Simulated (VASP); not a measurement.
# HfB2 (P6/mmm) in VASP: a series of runs

Aim: see how the results for HfB2 move with the level of theory and the settings. Levels: PBE+D3(BJ), PBE. Tasks: single point.

All numbers are computed with VASP 6.6.1; they aren't measurements. Logs are shortened: lines on timing, memory, paths and dates and some standing lists are left out, and cuts for length are marked.

### Step 1. The cell of the first run

It takes space group P6/mmm (No. 191, hexagonal). The conventional cell has a = 3.122 Å, b = 3.122 Å, c = 3.456 Å, α = 90.00°, β = 90.00°, γ = 120.00°. Hf (site symmetry 6/mmm) has 12 B at 2.50 Å and 6 Hf at 3.12 Å within 3.3 Å. Within 2.4 Å of B (site symmetry -6m2) lie 3 B at 1.80 Å.

### Step 2. Single point, PBE+D3(BJ)

The input, INCAR:

```
SYSTEM = HfB2
ALGO     = Normal         ! electronic algorithm
EDIFF    = 1E-6           ! SCF threshold, eV
ENCUT    = 520            ! plane-wave cutoff, eV
GGA      = PE             ! functional
ISIF     = 2              ! what is computed and relaxed
ISMEAR   = -1             ! smearing method
IVDW     = 12             ! dispersion correction
LASPH    = .True.         ! aspherical terms in the spheres
LCHARG   = .False.        ! write CHGCAR
LREAL    = .False.        ! projectors in reciprocal space
LWAVE    = .False.        ! write WAVECAR
NBANDS   = 15             ! bands
NELM     = 100            ! most SCF steps
PREC     = Accurate       ! precision mode
SIGMA    = 0.1            ! smearing width, eV
```

The input, KPOINTS:

```
k-points
0
Gamma
  12 12 10
  0 0 0
```

The input, POSCAR:

```
HfB2
1.0
    3.1217550207      0.0000000000      0.0000000000
   -1.5608775103      2.7035191523      0.0000000000
    0.0000000000      0.0000000000      3.4563081410
Hf B
1 2
Direct
    0.0000000000      0.0000000000      0.0000000000
    0.3333333333      0.6666666667      0.5000000000
    0.6666666667      0.3333333333      0.5000000000
```

Potentials or basis: VASP PAW PBE potentials, release 64 (Hf_pv, B).

Started as:

```console
$ cat potpaw_PBE.64/Hf_pv/POTCAR potpaw_PBE.64/B/POTCAR > POTCAR
$ mpirun -np 1 vasp_std > vasp.out
```

OUTCAR:

```text
SYSTEM = HfB2
   EDIFF = 1E-6
   ENCUT = 520
   GGA = PE
   ISIF = 2
   ISMEAR = -1
   IVDW = 12
   LASPH = .True.
   LREAL = .False.
   NELM = 100
   PREC = Accurate
 IVDW          = 12

 ion  position               nearest neighbor table
   1  0.000  0.000  0.000-   2 2.50   3 2.50   2 2.50   3 2.50   2 2.50   2 2.50   3 2.50   3 2.50
                             3 2.50   3 2.50   2 2.50   2 2.50
   2  0.333  0.667  0.500-   3 1.80   3 1.80   3 1.80   1 2.50   1 2.50   1 2.50   1 2.50   1 2.50
                             1 2.50
   3  0.667  0.333  0.500-   2 1.80   2 1.80   2 1.80   1 2.50   1 2.50   1 2.50   1 2.50   1 2.50
                             1 2.50

  LATTYP: Found a hexagonal cell.
 ALAT       =     3.1217550207
 C/A-ratio  =     1.1071682813

  Lattice vectors:

 A1 = (   3.1217550207,   0.0000000000,   0.0000000000)
 A2 = (  -1.5608775103,   2.7035191523,   0.0000000000)
 A3 = (   0.0000000000,   0.0000000000,   3.4563081410)

Analysis of symmetry for initial positions (statically):
=====================================================================
 Subroutine PRICEL returns:
 Original cell was already a primitive cell.

 Routine SETGRP: Setting up the symmetry group for a
 hexagonal supercell.

 Subroutine GETGRP returns: Found 24 space group operations
 (whereof 24 operations were pure point group operations)
 out of a pool of 24 trial point group operations.

The static configuration has the point symmetry D_6h.

Analysis of symmetry for dynamics (positions and initial velocities):
=====================================================================
 Subroutine PRICEL returns:
 Original cell was already a primitive cell.

 Routine SETGRP: Setting up the symmetry group for a
 hexagonal supercell.

 Subroutine GETGRP returns: Found 24 space group operations
 (whereof 24 operations were pure point group operations)
 out of a pool of 24 trial point group operations.

The dynamic configuration has the point symmetry D_6h.

 Subroutine INISYM returns: Found 24 space group operations
 (whereof 24 operations are pure point group operations),
 and found     1 'primitive' translations

----------------------------------------------------------------------------------------

                                     Primitive cell

  volume of cell :      29.1703

  direct lattice vectors                    reciprocal lattice vectors
     3.121755021  0.000000000  0.000000000     0.320332631  0.184944131  0.000000000
    -1.560877510  2.703519152  0.000000000     0.000000000  0.369888262  0.000000000
     0.000000000  0.000000000  3.456308141     0.000000000  0.000000000  0.289326055

  length of vectors
     3.121755021  3.121755021  3.456308141     0.369888262  0.369888262  0.289326055

  position of ions in fractional coordinates (direct lattice)
     0.000000000  0.000000000  0.000000000
     0.333333333  0.666666667  0.500000000
     0.666666667  0.333333333  0.500000000

  ion indices of the primitive-cell ions
   primitive index   ion index
                 1           1
                 2           2
                 3           3

----------------------------------------------------------------------------------------

 KPOINTS: k-points

Automatic generation of k-mesh.
 Grid dimensions read from file:
 generate k-points for:   12   12   10

 Generating k-lattice:

  Cartesian coordinates                     Fractional coordinates (reciprocal lattice)
     0.026694386  0.015412011  0.000000000     0.083333333 -0.000000000  0.000000000
     0.000000000  0.030824022  0.000000000     0.000000000  0.083333333  0.000000000
     0.000000000  0.000000000  0.028932606     0.000000000  0.000000000  0.100000000

  Length of vectors
     0.030824022  0.030824022  0.028932606

  Shift w.r.t. Gamma in fractional coordinates (k-lattice)
     0.000000000  0.000000000  0.000000000

 Subroutine IBZKPT returns following result:
 ===========================================

 Found    114 irreducible k-points:

 Following reciprocal coordinates:
            Coordinates               Weight
  0.000000  0.000000  0.000000      1.000000
  0.083333  0.000000  0.000000      6.000000
  0.166667  0.000000  0.000000      6.000000
  0.250000  0.000000  0.000000      6.000000
  0.333333  0.000000  0.000000      6.000000
  0.416667  0.000000  0.000000      6.000000
[... 16 lines left out ...]
  0.250000  0.000000  0.100000     12.000000
  0.333333  0.000000  0.100000     12.000000
 [... further k-points ...]
   k-points           NKPTS =    114   k-points in BZ     NKDIM =    114   number of bands    NBANDS=     15
   number of dos      NEDOS =    301   number of ions     NIONS =      3
   total plane-waves  NPLWV =  16128
   dimension x,y,z NGX =    24 NGY =   24 NGZ =   28
   dimension x,y,z NGXF=    48 NGYF=   48 NGZF=   56
   ions per type =               1   2
   NGX,Y,Z   is equivalent  to a cutoff of  12.78, 12.78, 13.47 a.u.
   NGXF,Y,Z  is equivalent  to a cutoff of  25.56, 25.56, 26.94 a.u.
 SYSTEM =  HfB2
   PREC   = accura    normal or accurate (medium, high low for compatibility)
   ISTART =      0    job   : 0-new  1-cont  2-samecut
   ICHARG =      2    charge: 1-file 2-atom 10-const
   ISPIN  =      1    spin polarized calculation?
   LNONCOLLINEAR =      F non collinear calculations
   LSORBIT =      F    spin-orbit coupling
   LASPH  =      T    aspherical Exc in radial PAW
   ENCUT  =  520.0 eV  38.22 Ry    6.18 a.u.   5.80  5.80  6.43*2*pi/ulx,y,z
   NELM   =    100;   NELMIN=  2; NELMDL= -5     # of ELM steps
   EDIFF  = 0.1E-05   stopping-criterion for ELM
   LREAL  =      F    real-space projection
   EDIFFG = 0.1E-04   stopping-criterion for IOM
   NSW    =      0    number of steps for IOM
   IBRION =     -1    ionic relax: 0-MD 1-quasi-New 2-CG
   NFREE  =      0    steps in history (QN), initial steepest desc. (CG)
   ISIF   =      2    stress and relaxation
   ISYM   =      2    0-nonsym 1-usesym 2-fastsym
   POTIM  = 0.5000    time-step for ionic-motion
   TEBEG  =    0.0;   TEEND  =   0.0 temperature during run
   PSTRESS=    0.0 pullay stress
   NELECT =      16.0000    total number of electrons
   NUPDOWN=      -1.0000    fix difference up-down
   EMIN   =  10.00;   EMAX   =-10.00  energy-range for DOS
   EFERMI =   0.00;   METHOD = LEGACY
   ISMEAR =    -1;   SIGMA  =   0.10  broadening in eV -4-tet -1-fermi 0-gaus
   EFERMI_NEDOS =   21; number of points for ismear=-14 and -15
   IALGO  =     38    algorithm
   IMIX   =      4    mixing-type and parameters
     AMIX     =   0.40;   BMIX     =  1.00
     AMIX_MAG =   1.60;   BMIX_MAG =  1.00
  volume/ion in A,a.u.               =       9.72        65.62
  Fermi-wavevector in a.u.,A,eV,Ry     =   1.340092  2.532407 24.433972  1.795846
  Thomas-Fermi vector in A             =   2.468432
   LORBIT       =      0    0 simple, 1 ext, 2 COOP (PROOUT), +10 PAW based schemes
   GGA     = PE    functional components
   LHFCALC =     F    Hartree Fock is set to
   AEXX    =    0.0000 exact exchange contribution
   IVDW    =    12    specifies the selected vdW correction
   LEPSILON=     F    determine dielectric tensor
   LRPA    =     F    only Hartree local field effects (RPA)
 non-spin polarized calculation
  energy-cutoff  :      520.00
  volume of cell :       29.17
 maximum number of plane-waves:       800
 NGX is ok and might be reduce to    24
   NGX = 11   NGY = 11   NGZ = 13

 number of electron      15.9999999 magnetization

 Free energy of the ion-electron system (eV)
  ---------------------------------------------------
  ext. energy  EPLUGINS =         0.00000000
  ---------------------------------------------------
  free energy    TOTEN  =       -26.39487286 eV

  energy without entropy =      -26.38651812  energy(sigma->0) =      -26.39069549

 E-fermi :   7.9071     XC(G=0): -12.6839

 val. band max:        7.7821160615   @ k =   0.1667   0.1667   0.2000
 cond. band min:       7.9655476572   @ k =   0.0833   0.0833   0.3000
 fundamental gap:      0.1834315958
 Fermi energy:         7.9070883678

 k-point     1 :       0.0000    0.0000    0.0000
  band No.  band energies     occupation
      1     -22.7576      2.00000
      2     -22.2385      2.00000
      3     -22.2385      2.00000
      4      -6.0415      2.00000
      5       4.7714      2.00000
      6       4.8741      2.00000
      7       4.8741      2.00000
      8       5.0512      2.00000
      9      11.9361      0.00000
     10      11.9361      0.00000
     11      12.5876      0.00000
     12      12.5876      0.00000
     13      12.8814      0.00000
     14      12.8814      0.00000
     15      12.9336      0.00000

 k-point     2 :       0.0833    0.0000    0.0000
  band No.  band energies     occupation
      1     -22.7481      2.00000
      2     -22.2966      2.00000
      3     -22.2513      2.00000
      4      -5.8884      2.00000
      5       4.4478      2.00000
      6       4.8677      2.00000
      7       4.9148      2.00000
      8       4.9251      2.00000
      9      11.4369      0.00000
     10      11.8276      0.00000
     11      11.8773      0.00000
     12      12.1285      0.00000
     13      13.4031      0.00000
     14      13.7858      0.00000
     15      14.0349      0.00000

 k-point     3 :       0.1667    0.0000    0.0000
  band No.  band energies     occupation
      1     -22.7223      2.00000
      2     -22.4521      2.00000
      3     -22.2860      2.00000
      4      -5.4466      2.00000
      5       3.4325      2.00000
      6       4.5857      2.00000
      7       4.8213      2.00000
      8       5.2883      2.00000
      9      10.3225      0.00000
     10      11.5492      0.00000
     11      11.5736      0.00000
     12      12.2631      0.00000
     13      13.9153      0.00000
     14      14.8998      0.00000
     15      15.1203      0.00000

 k-point     4 :       0.2500    0.0000    0.0000
  band No.  band energies     occupation
      1     -22.6867      2.00000
      2     -22.6575      2.00000
      3     -22.3331      2.00000
      4      -4.7600      2.00000
      5       2.1917      2.00000
      6       4.2113      2.00000
      7       4.7030      2.00000
      8       5.5236      2.00000
      9       9.9543      0.00000
     10      11.2040      0.00000
     11      11.6248      0.00000
     12      11.8298      0.00000
     13      14.0353      0.00000
     14      15.6246      0.00000
     15      16.9899      0.00000
[... 307 lines left out ...]
 k-point    22 :       0.1667    0.0000    0.1000
  band No.  band energies     occupation
      1     -22.7507      2.00000
      2     -22.4491      2.00000
      3     -22.2837      2.00000
      4      -5.2997      2.00000
      5       3.4020      2.00000
      6       3.8710      2.00000
      7       4.8344      2.00000
      8       5.9468      2.00000
      9       9.9688      0.00000
     10      10.4888      0.00000
     11      12.5836      0.00000
     12      12.7326      0.00000
     13      13.4584      0.00000
     14      15.1107      0.00000
     15      15.3713      0.00000

 k-point    23 :       0.2500    0.0000    0.1000
  band No.  band energies     occupation
      1     -22.7147      2.00000
      2     -22.6531      2.00000
      3     -22.3305      2.00000
      4      -4.6341      2.00000
      5       2.1411      2.00000
      6       3.9052      2.00000
      7       4.6309      2.00000
      8       5.7388      2.00000
      9       9.7848      0.00000
     10      10.6724      0.00000
     11      11.8435      0.00000
     12      12.5727      0.00000
     13      14.2631      0.00000
     14      15.5056      0.00000
     15      17.0417      0.00000

 k-point    24 :       0.3333    0.0000    0.1000
  band No.  band energies     occupation
      1     -22.8517      2.00000
      2     -22.6766      2.00000
      3     -22.3769      2.00000
      4      -3.7831      2.00000
      5       0.8328      2.00000
      6       3.8770      2.00000
      7       4.3974      2.00000
      8       5.3673      2.00000
      9      10.1037      0.00000
     10      10.9199      0.00000
     11      11.3595      0.00000
     12      12.8340      0.00000
     13      14.6120      0.00000
     14      16.3979      0.00000
     15      18.9905      0.00000

 [... further k-points ...]

------------------------ aborting loop because EDIFF is reached ----------------------------------------

 Edisp (eV)   -1.10584

 E8    (eV) :    -0.4978

  FORCE on cell =-STRESS in cart. coord.  units (eV):
  Direction    XX          YY          ZZ          XY          YZ          ZX
  --------------------------------------------------------------------------------------
  -------------------------------------------------------------------------------------
  Total      -0.07799    -0.07799    -0.01775    -0.00000    -0.00000     0.00000
  in kB      -4.28378    -4.28378    -0.97475    -0.00000    -0.00000     0.00000
  external pressure =       -3.18 kB  Pullay stress =        0.00 kB

 VOLUME and BASIS-vectors are now :
 -----------------------------------------------------------------------------
  energy-cutoff  :      520.00
  volume of cell :       29.17
      direct lattice vectors                 reciprocal lattice vectors
     3.121755021  0.000000000  0.000000000     0.320332631  0.184944131  0.000000000
    -1.560877510  2.703519152  0.000000000     0.000000000  0.369888262  0.000000000
     0.000000000  0.000000000  3.456308141     0.000000000  0.000000000  0.289326055

 POSITION                                       TOTAL-FORCE (eV/Angst)
 -----------------------------------------------------------------------------------
      0.00000      0.00000      0.00000         0.000000      0.000000      0.000000
     -0.00000      1.80235      1.72815        -0.000000      0.000000      0.000000
      1.56088      0.90117      1.72815         0.000000      0.000000      0.000000
 -----------------------------------------------------------------------------------
    total drift:                               -0.000000      0.000000      0.000000

  FREE ENERGIE OF THE ION-ELECTRON SYSTEM (eV)
  ---------------------------------------------------
  free  energy   TOTEN  =       -27.5007107711 eV

  energy  without entropy=      -27.4923560332  energy(sigma->0) =      -27.49653340
```

Run time: 25 s. Hardware: 1 thread of Intel Xeon Platinum 8488C (Sapphire Rapids), shared host; peak memory 0.19 GiB.

What came out:

```
Free energy                : -27.5007 eV
Pressure                   : -0.3 GPa
Band gap on the k mesh     : zero (band 8 reaches 8.58 eV, above the bottom of band 9 at 7.24 eV)
Dispersion energy per atom : -0.369 eV
```

Caveat: spin-orbit coupling is left out, which moves the levels of the heavy elements; pairwise dispersion overbinds metals, which lowers pressure and volume.

(Continued in part 2 of 2.)
